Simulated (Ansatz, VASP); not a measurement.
## AgI: VASP beside Ansatz

The input INCAR:

```
PREC = Accurate ; ENCUT = 400
EDIFF = 1E-6 ; ISMEAR = 0
SIGMA = 0.05 ; LREAL = False
LASPH = True ; NELM = 120
ALGO = Normal ; ISIF = 2
LWAVE = False ; LCHARG = False
LDIPOL = True ; IDIPOL = 3
DIPOL = 0.5 0.5 0.500 ; GGA = PE
IVDW = 12 ; NBANDS = 26
GGA_COMPAT = False ; NELMDL = -8
```

File KPOINTS:

```
Automatic mesh
0
Gamma
  17 17 1
```

The input POSCAR:

```
AgI
1.0
    4.3207921236      0.0000000000      0.0000000000
    0.0000000000      4.3207921236      0.0000000000
    0.0000000000      0.0000000000     21.8678712677
I Ag
2 2
Direct
    0.0000000000      0.5000000000      0.4115626935
    0.5000000000      0.0000000000      0.5884373065
    0.0000000000      0.0000000000      0.5000000196
    0.5000000000      0.5000000000      0.5000000196
```

Input for Ansatz:

```yaml
crystal:
  lattice:
    - [4.3207921236, 0.0, 0.0]
    - [0.0, 4.3207921236, 0.0]
    - [0.0, 0.0, 21.8678712677]
  atoms:
    - { symbol: I, position: [0.0, 0.5, 0.4115626935] }
    - { symbol: Ag, position: [0.0, 0.0, 0.5000000196] }
    - { symbol: Ag, position: [0.5, 0.5, 0.5000000196] }
    - { symbol: I, position: [0.5, 0.0, 0.5884373065] }
basis:
  ecutwfc: 420.0
  fft_grid_basis: typed
kpoints:
  mp_grid: { grid: [17, 17, 1] }
hamiltonian:
  xc: pbe
  dispersion: d3bj
  pseudopotentials: { kind: paw }
scf:
  occupations: { method: gaussian, width: 0.05 }
output:
  forces: true
  eigenvalues: true
  band_densities:
    - { e_range: [-3.05, -2.25] }
    - { e_range: [-2.25, -1.65] }
    - { e_range: [-1.65, -1.3] }
    - { e_range: [-1.3, 0.0] }
    - { e_range: [0.0, 1.3] }
    - { e_range: [1.3, 1.65] }
    - { e_range: [1.65, 2.25] }
    - { e_range: [2.25, 2.85] }
  band_residual_tolerance: 1.0e-05
  write_potential: true
  elf: true
  write_density: true
  volumetric_format: npy
efield:
  axis: 3
  dipole_correction: true
  ramp_width: 0.04
checkpoint:
  read: start.run
  write: ck
  compress: false
  write_wavefunctions: false
  write_every: 100000
```

Alike in both runs: task single point; functional PBE; dispersion D3(BJ); k mesh 17 × 17 × 1; occupations gaussian, width 0.05 eV; no spin polarisation.

```csv
,VASP,Ansatz
version,VASP 6.6.1,Ansatz 0.2.0
potentials or method,"VASP PAW PBE potentials, release 64 (I, Ag), cutoff 400 eV","scalar-relativistic, plane waves, PAW"
valence electrons in the cell,36,72
```

VASP gave:

```
gap on the k mesh at the Fermi level (eV) : 2.06
rms of the force components (eV/Å)        : 0.004
```

Problem. Estimate Ansatz's values.

Solution. gap on the k mesh at the Fermi level (eV): 2.06; rms of the force components (eV/Å): 0.000.

VASP's potentials hold 36 valence electrons a cell and Ansatz's 72, so a difference there can come from the potentials and not from the codes. Ansatz's warnings: published levels not confirmed, xc potential rough in thin density.

Neither program's run includes spin-orbit coupling.
